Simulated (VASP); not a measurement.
# CuO (P1) in VASP: further runs, part 2 of 2

VASP 6.6.1. The steps go on from the part before.

### 3 Single point, PBEsol

Contents of INCAR:

```
SYSTEM = CuO
  ALGO = Normal
  EDIFF = 1E-6
  ENCUT = 520
  GGA = PS
  ISIF = 2
  ISMEAR = 0
  LASPH = .True.
  LCHARG = .True.
  LELF = .True.
  LREAL = .False.
  LVHAR = .True.
  LWAVE = .False.
  NBANDS = 25
  NELM = 100
  PREC = Accurate
  SIGMA = 0.1
```

Contents of KPOINTS:

```
k-points
0
Gamma
  6 6 4
  0 0 0
```

Contents of POSCAR:

```
CuO
1.0
    2.9027900792      0.0128346910     -0.0340833917
    0.0522224784      2.8448878033      0.0026072298
   -0.0435563076      0.0226345624      5.2731527454
Cu O
2 2
Direct
    0.5106995731      0.0053434258      0.4983983317
    0.0537874343      0.4780918003     -0.0097061318
   -0.0431909901      0.9791177467      0.2496237619
    1.0253855975      0.0012663399      0.7685903712
```

Potentials or basis: VASP PAW PBE potentials, release 64 (Cu, O).

Started as:

```sh
$ cat potpaw_PBE.64/Cu/POTCAR potpaw_PBE.64/O/POTCAR > POTCAR
$ mpirun -np 1 vasp_std > vasp.out
```

OUTCAR:

```text
SYSTEM = CuO
   EDIFF = 1E-6
   ENCUT = 520
   GGA = PS
   ISIF = 2
   ISMEAR = 0
   LASPH = .True.
   LREAL = .False.
   NELM = 100
   PREC = Accurate

 ion  position               nearest neighbor table
   1  0.511  0.005  0.498-   3 1.86   4 2.02   4 2.04   3 2.06
   2  0.054  0.478  0.990-   4 1.80   4 1.89   3 1.99   3 2.00
   3  0.957  0.979  0.250-   1 1.86   2 1.99   2 2.00   1 2.06
   4  0.025  0.001  0.769-   2 1.80   2 1.89   1 2.02   1 2.04

  LATTYP: Found a triclinic cell.
[... 868 lines left out ...]
     24      18.6408      0.00000
     25      20.7135      0.00000

 [... further k-points ...]
[... 5 lines left out ...]
  --------------------------------------------------------------------------------------
  -------------------------------------------------------------------------------------
  Total       -1.4079838      0.9656842     -1.7944481      0.0301946      0.7320191     -0.3806275
  in kB      -51.8127461     35.5364538    -66.0343419      1.1111372     26.9377530    -14.0068061
  external PRESSURE =     -27.4368781 kB  Pullay stress =       0.0000000 kB

 VOLUME and BASIS-vectors are now :
 -----------------------------------------------------------------------------
  energy-cutoff  :      520.00
  volume of cell :       43.54
      direct lattice vectors                 reciprocal lattice vectors
     2.902790079  0.012834691 -0.034083392     0.344557861 -0.006327545  0.002873213
     0.052222478  2.844887803  0.002607230    -0.001572196  0.351537966 -0.001521933
    -0.043556308  0.022634562  5.273152745     0.002227851 -0.000214711  0.189659193

 POSITION                                       TOTAL-FORCE (eV/Angst)
 -----------------------------------------------------------------------------------
      1.46102      0.03304      2.61074        -0.723933     -0.194637      0.497939
      0.13797      1.38322      5.22138        -0.817479      0.848060      1.849002
      2.81767      2.80341      1.28625         1.172650      0.039238     -0.328254
      0.04028      0.02133      4.05203         0.368762     -0.692661     -2.018687
 -----------------------------------------------------------------------------------
    total drift:                               -0.000688      0.000590      0.000939

  FREE ENERGIE OF THE ION-ELECTRON SYSTEM (eV)
  ---------------------------------------------------
  free  energy   TOTEN  =       -21.1527070652 eV

  energy  without entropy=      -21.1445996983  energy(sigma->0) =      -21.14865338
```

Wall time 56 s (1 thread of Intel Xeon Platinum 8488C (Sapphire Rapids), shared host); peak memory 0.2 GiB.

What came out:

- Free energy: -21.1527 eV
- Pressure: -2.7 GPa
- Largest force: 2.192 eV/Å
- Band gap on the k mesh: zero (bands 17 and 18 overlap by 0.80 eV)

Forces on the atoms (eV/Å):
```
Cu  -0.724 -0.195  0.498
Cu  -0.817  0.848  1.849
O    1.173  0.039 -0.328
O    0.369 -0.693 -2.019
```

Caveat: the k points lie up to 0.37 Å⁻¹ apart, too coarse for converged energies and pressures of a metal; the PAW data sets were made with another functional, which shifts forces and pressure a little; semilocal functionals often make such compounds metallic where correlation or magnetic order opens a gap, which also shifts bond lengths. With open d or f shells a metallic result of PBEsol can be an artefact of self-interaction; +U or a hybrid may open a gap.

### 4 Single point, PBEsol

Contents of INCAR:

```
PREC     = Accurate       # precision mode
ENCUT    = 520            # plane-wave cutoff, eV
EDIFF    = 1E-7           # SCF threshold, eV
ISMEAR   = 0              # smearing method
SIGMA    = 0.1            # smearing width, eV
LREAL    = F              # projectors in reciprocal space
LASPH    = T              # aspherical terms in the spheres
NELM     = 60             # most SCF steps
ALGO     = Normal         # electronic algorithm
ISIF     = 2              # what is computed and relaxed
LWAVE    = F              # write WAVECAR
LCHARG   = F              # write CHGCAR
GGA      = PS             # functional
NBANDS   = 25             # bands
```

Contents of KPOINTS:

```
regular mesh
0
Gamma
  8 8 4
```

POSCAR is that of step 3.

Started as:

```sh
$ cat potpaw_PBE.64/Cu/POTCAR potpaw_PBE.64/O/POTCAR > POTCAR
$ mpirun -np 1 vasp_std > vasp.out
```

Wall time 2 min (1 thread of Intel Xeon Platinum 8488C (Sapphire Rapids), shared host); peak memory 0.24 GiB.

Results (log left out):

```yaml
Free_energy: -21.1517 eV
Pressure: -2.7 GPa
Largest_force: 2.194 eV/Å
Band_gap_on_the_k_mesh: zero (bands 17 and 18 overlap by 0.82 eV)
```

Forces on the atoms (eV/Å):
```
Cu  -0.724 -0.194  0.496
Cu  -0.829  0.855  1.842
O    1.180  0.034 -0.332
O    0.373 -0.695 -2.006
```

Stress tensor (GPa, compression positive):
```
-5.01  0.11 -1.41
 0.11  3.55  2.70
-1.41  2.70 -6.63
```

Levels at points of the mesh, in eV from the Fermi level:
| k point | band 14 | band 15 | band 16 | band 17 | band 18 | band 19 | band 20 | band 21 |
| --- | --- | --- | --- | --- | --- | --- | --- | --- |
| (0.00, 0.00, 0.00) | -2.08 | -2.05 | -1.92 | 0.47 | 0.82 | 1.43 | 6.16 | 7.19 |
| (0.50, 0.00, 0.00) | -1.82 | -1.58 | -1.30 | 0.23 | 0.64 | 3.64 | 5.82 | 6.49 |
| (0.00, 0.50, 0.00) | -1.75 | -1.44 | -1.20 | -0.06 | 0.59 | 3.35 | 6.35 | 6.53 |
| (0.50, 0.50, 0.00) | -2.02 | -1.59 | -1.21 | -0.94 | 1.13 | 2.39 | 7.08 | 9.59 |
| (0.00, 0.00, 0.50) | -2.09 | -1.34 | -1.27 | -0.02 | 0.36 | 3.42 | 3.65 | 11.10 |
| (0.50, 0.00, 0.50) | -2.03 | -1.80 | -1.75 | -0.12 | 0.83 | 4.58 | 5.45 | 8.05 |
| (0.00, 0.50, 0.50) | -2.00 | -1.97 | -1.66 | -0.08 | 0.55 | 4.01 | 6.32 | 8.44 |
| (0.50, 0.50, 0.50) | -1.80 | -1.41 | -1.19 | -0.52 | -0.30 | 3.96 | 4.22 | 10.17 |

Caveat: the PAW data sets were made with another functional, which shifts forces and pressure a little; semilocal functionals often make such compounds metallic where correlation or magnetic order opens a gap, which also shifts bond lengths. With open d or f shells a metallic result of PBEsol can be an artefact of self-interaction; +U or a hybrid may open a gap.

### 5 Overview

```csv
k mesh,gap on the mesh (eV),pressure (GPa),largest force (eV/Å)
4 × 4 × 2,none,-2.7,2.18
6 × 6 × 4,none,-2.7,2.19
8 × 8 × 4,none,-2.7,2.19
```

Alike in all rows: task single point; level PBEsol; potentials or basis VASP PAW PBE potentials, release 64 (Cu, O); no spin polarisation; cell as given; cutoff (eV) 520; smearing gaussian 0.1 eV.

Caveats: some runs use coarse meshes; the PAW data sets were made with another functional, which shifts forces and pressure a little; semilocal functionals often make such compounds metallic where correlation or magnetic order opens a gap, which also shifts bond lengths.

Absolute energies hang on the potentials; compare differences alone.
